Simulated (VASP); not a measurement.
# GeSb3O2: single point with PBE

Crystal: GeSb3O2.

```
Ge Sb O
1.0
     3.85014    0.00000    0.00000
     0.00000    3.85014    0.00000
     0.00000    0.00000    8.49788
Ge Sb O
1 3 2
Direct
  0.00000 0.00000 0.00000
  0.50000 0.50000 0.00000
  0.00000 0.50000 0.38350
  0.50000 0.00000 0.61650
  0.00000 0.50000 0.73650
  0.50000 0.00000 0.26350
```

```json
{
  "Program": "VASP 6.6.1",
  "Task": "single point",
  "Functional": "PBE",
  "Potentials or basis": "VASP PAW PBE potentials, release 64 (Ge_d, Sb, O)",
  "Cutoff": "520 eV",
  "k mesh": "4 × 4 × 2",
  "Occupations": "gaussian, width 0.1 eV",
  "Spin": "no spin polarisation"
}
```

The pressure is -7.2 GPa and the largest force is 0.431 eV/Å.

Forces on the atoms (eV/Å):
```
Ge   0.000  0.000  0.000
Sb   0.000  0.000  0.000
Sb   0.000  0.000  0.427
Sb   0.000  0.000 -0.427
O    0.000  0.000  0.431
O    0.000  0.000 -0.431
```

Stress tensor (GPa, compression positive):
```
-6.49  0.00  0.00
 0.00 -6.49  0.00
 0.00  0.00 -8.74
```

Levels at points of the mesh, in eV from the Fermi level:
| k point | band 19 | band 20 | band 21 | band 22 | band 23 | band 24 |
| --- | --- | --- | --- | --- | --- | --- |
| (0.00, 0.00, 0.00) | -1.62 | -1.11 | -0.72 | 1.11 | 1.11 | 3.14 |
| (0.50, 0.00, 0.00) | -0.74 | 0.56 | 0.92 | 1.26 | 1.35 | 1.67 |
| (0.50, 0.50, 0.00) | -1.77 | -0.37 | -0.34 | 0.12 | 0.12 | 1.18 |
| (0.00, 0.00, 0.50) | -1.30 | -0.91 | 0.83 | 1.05 | 1.05 | 1.76 |
| (0.50, 0.00, 0.50) | -0.92 | 0.25 | 0.32 | 0.46 | 0.81 | 1.79 |
| (0.50, 0.50, 0.50) | -2.42 | -1.23 | -0.97 | 0.92 | 0.92 | 1.49 |

Run time: 34 s on 1 thread of AMD EPYC 9R14 (Zen 4), with other jobs on the host, peak memory 0.22 GiB.

Caveat: the k points lie up to 0.41 Å⁻¹ apart; spin-orbit coupling is left out, which moves the levels of the heavy elements; an odd number of electrons without spin polarisation forces a metal; a magnetic or distorted state may lie lower.
